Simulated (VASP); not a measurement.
# ZrB2 (P6/mmm) in VASP: a series of runs, part 2 of 3

VASP 6.6.1. The steps go on from the part before.

## Step 3: Single point, PBE

This run uses another cell than the first one, of 10.28 Å³/atom, 1.020 times its volume.

File INCAR:

```
ALGO     = Normal         # electronic algorithm
EDIFF    = 1E-6           # SCF threshold, eV
ENCUT    = 500            # plane-wave cutoff, eV
GGA      = PE             # functional
GGA_COMPAT= F            
ISIF     = 2              # what is computed and relaxed
ISMEAR   = 1              # smearing method
LASPH    = T              # aspherical terms in the spheres
LCHARG   = F              # write CHGCAR
LREAL    = F              # projectors in reciprocal space
LWAVE    = F              # write WAVECAR
NBANDS   = 16             # bands
NELM     = 120            # most SCF steps
PREC     = Accurate       # precision mode
SIGMA    = 0.05           # smearing width, eV
```

File KPOINTS:

```
k-points
0
Gamma
  8 8 6
```

File POSCAR:

```
ZrB2
1.0
    3.1713453423      0.0000000000      0.0000000000
   -1.5856726712      2.7464656306      0.0000000000
    0.0000000000      0.0000000000      3.5414534700
Zr B
1 2
Direct
    0.0000000000      0.0000000000      0.0000000000
    0.3333333333      0.6666666667      0.5000000000
    0.6666666667      0.3333333333      0.5000000000
```

Potentials or basis: VASP PAW PBE potentials, release 64 (Zr_sv, B).

On the command line:

```bash
cat potpaw_PBE.64/Zr_sv/POTCAR potpaw_PBE.64/B/POTCAR > POTCAR
mpirun -np 1 vasp_std > vasp.out
```

OUTCAR:

```text
EDIFF = 1E-6
   ENCUT = 500
   GGA = PE
   ISIF = 2
   ISMEAR = 1
   LASPH = T
   LREAL = F
   NELM = 120
   PREC = Accurate

 ion  position               nearest neighbor table
   1  0.000  0.000  0.000-   2 2.55   3 2.55   2 2.55   3 2.55   3 2.55   3 2.55   2 2.55   2 2.55
                             3 2.55   3 2.55   2 2.55   2 2.55
   2  0.333  0.667  0.500-   3 1.83   3 1.83   3 1.83   1 2.55   1 2.55   1 2.55   1 2.55   1 2.55
                             1 2.55
   3  0.667  0.333  0.500-   2 1.83   2 1.83   2 1.83   1 2.55   1 2.55   1 2.55   1 2.55   1 2.55
                             1 2.55

  LATTYP: Found a hexagonal cell.
 ALAT       =     3.1713453423
 C/A-ratio  =     1.1167038237

  Lattice vectors:

 A1 = (   3.1713453423,   0.0000000000,   0.0000000000)
 A2 = (  -1.5856726712,   2.7464656306,   0.0000000000)
 A3 = (   0.0000000000,   0.0000000000,   3.5414534700)

Analysis of symmetry for initial positions (statically):
=====================================================================
 Subroutine PRICEL returns:
 Original cell was already a primitive cell.

 Routine SETGRP: Setting up the symmetry group for a
 hexagonal supercell.

 Subroutine GETGRP returns: Found 24 space group operations
 (whereof 24 operations were pure point group operations)
 out of a pool of 24 trial point group operations.

The static configuration has the point symmetry D_6h.

Analysis of symmetry for dynamics (positions and initial velocities):
=====================================================================
 Subroutine PRICEL returns:
 Original cell was already a primitive cell.

 Routine SETGRP: Setting up the symmetry group for a
 hexagonal supercell.

 Subroutine GETGRP returns: Found 24 space group operations
 (whereof 24 operations were pure point group operations)
 out of a pool of 24 trial point group operations.

The dynamic configuration has the point symmetry D_6h.

 Subroutine INISYM returns: Found 24 space group operations
 (whereof 24 operations are pure point group operations),
 and found     1 'primitive' translations

----------------------------------------------------------------------------------------

                                     Primitive cell

  volume of cell :      30.8460

  direct lattice vectors                    reciprocal lattice vectors
     3.171345342  0.000000000  0.000000000     0.315323590  0.182052160  0.000000000
    -1.585672671  2.746465631  0.000000000     0.000000000  0.364104320  0.000000000
     0.000000000  0.000000000  3.541453470     0.000000000  0.000000000  0.282369939

  length of vectors
     3.171345342  3.171345342  3.541453470     0.364104320  0.364104320  0.282369939

  position of ions in fractional coordinates (direct lattice)
     0.000000000  0.000000000  0.000000000
     0.333333333  0.666666667  0.500000000
     0.666666667  0.333333333  0.500000000

  ion indices of the primitive-cell ions
   primitive index   ion index
                 1           1
                 2           2
[... 21 lines left out ...]
     0.000000000  0.000000000  0.000000000

 Subroutine IBZKPT returns following result:
 ===========================================

 Found     40 irreducible k-points:

 Following reciprocal coordinates:
            Coordinates               Weight
  0.000000  0.000000  0.000000      1.000000
  0.125000  0.000000  0.000000      6.000000
  0.250000  0.000000  0.000000      6.000000
  0.375000 -0.000000  0.000000      6.000000
  0.500000  0.000000  0.000000      3.000000
  0.125000  0.125000  0.000000      6.000000
[... 16 lines left out ...]
  0.250000  0.000000  0.333333     12.000000
  0.375000 -0.000000  0.333333     12.000000
 [... further k-points ...]
   k-points           NKPTS =     40   k-points in BZ     NKDIM =     40   number of bands    NBANDS=     16
   number of dos      NEDOS =    301   number of ions     NIONS =      3
   total plane-waves  NPLWV =  16128
   dimension x,y,z NGX =    24 NGY =   24 NGZ =   28
   dimension x,y,z NGXF=    48 NGYF=   48 NGZF=   56
   ions per type =               1   2
   NGX,Y,Z   is equivalent  to a cutoff of  12.58, 12.58, 13.14 a.u.
   NGXF,Y,Z  is equivalent  to a cutoff of  25.16, 25.16, 26.29 a.u.
 SYSTEM =  unknown system
   PREC   = accura    normal or accurate (medium, high low for compatibility)
   ISTART =      0    job   : 0-new  1-cont  2-samecut
   ICHARG =      2    charge: 1-file 2-atom 10-const
   ISPIN  =      1    spin polarized calculation?
   LNONCOLLINEAR =      F non collinear calculations
   LSORBIT =      F    spin-orbit coupling
   LASPH  =      T    aspherical Exc in radial PAW
   ENCUT  =  500.0 eV  36.75 Ry    6.06 a.u.   5.78  5.78  6.46*2*pi/ulx,y,z
   NELM   =    120;   NELMIN=  2; NELMDL= -5     # of ELM steps
   EDIFF  = 0.1E-05   stopping-criterion for ELM
   LREAL  =      F    real-space projection
   EDIFFG = 0.1E-04   stopping-criterion for IOM
   NSW    =      0    number of steps for IOM
   IBRION =     -1    ionic relax: 0-MD 1-quasi-New 2-CG
   NFREE  =      0    steps in history (QN), initial steepest desc. (CG)
   ISIF   =      2    stress and relaxation
   ISYM   =      2    0-nonsym 1-usesym 2-fastsym
   POTIM  = 0.5000    time-step for ionic-motion
   TEBEG  =    0.0;   TEEND  =   0.0 temperature during run
   PSTRESS=    0.0 pullay stress
   NELECT =      18.0000    total number of electrons
   NUPDOWN=      -1.0000    fix difference up-down
   EMIN   =  10.00;   EMAX   =-10.00  energy-range for DOS
   EFERMI =   0.00;   METHOD = LEGACY
   ISMEAR =     1;   SIGMA  =   0.05  broadening in eV -4-tet -1-fermi 0-gaus
   EFERMI_NEDOS =   21; number of points for ismear=-14 and -15
   IALGO  =     38    algorithm
   IMIX   =      4    mixing-type and parameters
     AMIX     =   0.40;   BMIX     =  1.00
     AMIX_MAG =   1.60;   BMIX_MAG =  1.00
  volume/ion in A,a.u.               =      10.28        69.39
  Fermi-wavevector in a.u.,A,eV,Ry     =   1.368041  2.585223 25.463812  1.871537
  Thomas-Fermi vector in A             =   2.494041
   LORBIT       =      0    0 simple, 1 ext, 2 COOP (PROOUT), +10 PAW based schemes
   GGA     = PE    functional components
   LHFCALC =     F    Hartree Fock is set to
   AEXX    =    0.0000 exact exchange contribution
   IVDW    =     0    specifies the selected vdW correction
   LEPSILON=     F    determine dielectric tensor
   LRPA    =     F    only Hartree local field effects (RPA)
 non-spin polarized calculation
 Methfessel and Paxton  Order N= 1 SIGMA  =   0.05
  energy-cutoff  :      500.00
  volume of cell :       30.85
 maximum number of plane-waves:       794
 NGX is ok and might be reduce to    24
   NGX = 11   NGY = 11   NGZ = 13

 number of electron      18.0000000 magnetization

 Free energy of the ion-electron system (eV)
  ---------------------------------------------------
  ext. energy  EPLUGINS =         0.00000000
  ---------------------------------------------------
  free energy    TOTEN  =       -24.97637219 eV

  energy without entropy =      -24.97607632  energy(sigma->0) =      -24.97627357

 E-fermi :  10.6731     XC(G=0): -12.4277

 val. band max:       10.3214667946   @ k =   0.1250   0.0000   0.3333
 cond. band min:      10.6884477658   @ k =   0.3750   0.1250   0.0000
 fundamental gap:      0.3669809712
 Fermi energy:        10.6731471944

 k-point     1 :       0.0000    0.0000    0.0000
  band No.  band energies     occupation
      1     -38.1528      2.00000
      2     -16.3407      2.00000
      3     -15.7856      2.00000
      4     -15.7856      2.00000
      5      -2.2279      2.00000
      6       7.8793      2.00000
[... 433 lines left out ...]
      3     -16.4168      2.00000
      4     -15.9407      2.00000
      5       0.4076      2.00000
      6       3.6426      2.00000
[... 8 lines left out ...]
     15      19.0466      0.00000
     16      21.9724      0.00000

 [... further k-points ...]

------------------------ aborting loop because EDIFF is reached ----------------------------------------

  FORCE on cell =-STRESS in cart. coord.  units (eV):
  Direction    XX          YY          ZZ          XY          YZ          ZX
  --------------------------------------------------------------------------------------
  -------------------------------------------------------------------------------------
  Total        0.0279760      0.0279760      0.0475044     -0.0000000     -0.0000000      0.0000000
  in kB        1.4531064      1.4531064      2.4674343     -0.0000000     -0.0000000      0.0000000
  external PRESSURE =       1.7912157 kB  Pullay stress =       0.0000000 kB

 VOLUME and BASIS-vectors are now :
 -----------------------------------------------------------------------------
  energy-cutoff  :      500.00
  volume of cell :       30.85
      direct lattice vectors                 reciprocal lattice vectors
     3.171345342  0.000000000  0.000000000     0.315323590  0.182052160  0.000000000
    -1.585672671  2.746465631  0.000000000     0.000000000  0.364104320  0.000000000
     0.000000000  0.000000000  3.541453470     0.000000000  0.000000000  0.282369939

 POSITION                                       TOTAL-FORCE (eV/Angst)
 -----------------------------------------------------------------------------------
      0.00000      0.00000      0.00000        -0.000000      0.000000      0.000000
     -0.00000      1.83098      1.77073        -0.000000     -0.000000      0.000000
      1.58567      0.91549      1.77073         0.000000      0.000000      0.000000
 -----------------------------------------------------------------------------------
    total drift:                               -0.000000      0.000000      0.000000

  FREE ENERGIE OF THE ION-ELECTRON SYSTEM (eV)
  ---------------------------------------------------
  free  energy   TOTEN  =       -24.9763721892 eV

  energy  without entropy=      -24.9760763187  energy(sigma->0) =      -24.97627357
```

It took 18 s on 1 thread of Intel Xeon Platinum 8259CL at 2.50GHz (Skylake/Cascade Lake), shared host; peak memory 0.15 GiB.

What came out:

* Free energy: -24.9764 eV
* Pressure: 0.2 GPa
* Band gap on the k mesh: zero (band 9 reaches 11.27 eV, above the bottom of band 10 at 10.69 eV)

Levels at points of the mesh, in eV from the Fermi level:
```
           k point  band 7  band 8  band 9  band 10  band 11  band 12
(0.00, 0.00, 0.00)   -2.79   -2.76   -2.55     3.20     3.20     3.96
(0.50, 0.00, 0.00)   -4.08   -3.24   -2.85     2.03     2.11     4.74
(0.00, 0.00, 0.50)   -1.14   -1.14    0.16     0.16     0.60     0.60
(0.50, 0.00, 0.50)   -4.77   -4.30   -2.19     3.52     3.88     5.10
```

## Step 4: Single point, PBE

This run uses another cell than the first one, of 10.28 Å³/atom, 1.020 times its volume.

File INCAR:

```
SYSTEM = ZrB2
PREC = Accurate
ENCUT = 500
EDIFF = 1E-6
ISMEAR = 1
SIGMA = 0.05
LREAL = .FALSE.
LASPH = .TRUE.
NELM = 120
ALGO = Normal
ISIF = 2
LWAVE = .FALSE.
LCHARG = .FALSE.
GGA = PE
NBANDS = 16
GGA_COMPAT = .FALSE.
```

File KPOINTS:

```
Automatic mesh
0
G
  8 8 6
  0 0 0
```

POSCAR is that of step 3.

On the command line:

```bash
cat potpaw_PBE.64/Zr_sv/POTCAR potpaw_PBE.64/B/POTCAR > POTCAR
mpirun -np 1 vasp_std > vasp.out
```

Run time: 16 s. Hardware: 1 thread of Intel Xeon Platinum 8259CL at 2.50GHz (Skylake/Cascade Lake), shared host; peak memory 0.15 GiB.

It converged, with:

```
Free energy            : -24.9764 eV
Pressure               : 0.2 GPa
Band gap on the k mesh : zero (band 9 reaches 11.27 eV, above the bottom of band 10 at 10.69 eV)
```

Stress tensor (GPa, compression positive):
```
0.15 0.00 0.00
0.00 0.15 0.00
0.00 0.00 0.25
```

Levels at points of the mesh, in eV from the Fermi level:
| k point | band 6 | band 7 | band 8 | band 9 | band 10 | band 11 | band 12 | band 13 |
| --- | --- | --- | --- | --- | --- | --- | --- | --- |
| (0.00, 0.00, 0.00) | -2.79 | -2.79 | -2.76 | -2.55 | 3.20 | 3.20 | 3.96 | 3.96 |
| (0.50, 0.00, 0.00) | -8.70 | -4.08 | -3.24 | -2.85 | 2.03 | 2.11 | 4.74 | 4.79 |
| (0.00, 0.00, 0.50) | -7.14 | -1.14 | -1.14 | 0.16 | 0.16 | 0.60 | 0.60 | 1.61 |
| (0.50, 0.00, 0.50) | -7.18 | -4.77 | -4.30 | -2.19 | 3.52 | 3.88 | 5.10 | 6.00 |

(Part 2 of 3 ends here.)
